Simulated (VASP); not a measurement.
Cs, 1 atom in the cell. Symmetry: Im-3m, No. 229, cubic system. The conventional cell has a = 6.257 Å, b = 6.257 Å, c = 6.257 Å, α = 90.00°, β = 90.00°, γ = 90.00°. 

```yaml
Program: VASP 6.6.1
Task: single point
Functional: PBE
Potentials_or_basis: VASP PAW PBE potentials, release 64 (Cs_sv)
Cutoff: 520 eV
k_mesh: 6 × 6 × 6
Occupations: fermi-dirac, width 0.1 eV
Spin: no spin polarisation
Dipole_correction: no
Further_INCAR_settings: ALGO = Fast; EDIFF = 1e-06; NBANDS = 10
```

Potentials or basis: VASP PAW PBE potentials, release 64 (Cs_sv).

Launch:

```console
$ cat potpaw_PBE.64/Cs_sv/POTCAR > POTCAR
$ mpirun -np 1 vasp_std > vasp.out
```

Hardware: 1 thread of Intel(R) Xeon(R) Platinum 8488C (Sapphire Rapids), with other jobs on the host.

Estimate the wall time of this run.

Wall time 16 s on 1 thread of Intel(R) Xeon(R) Platinum 8488C (Sapphire Rapids) (shared host), peak memory 0.22 GiB. Counts: scf iterations 10, k points 16.
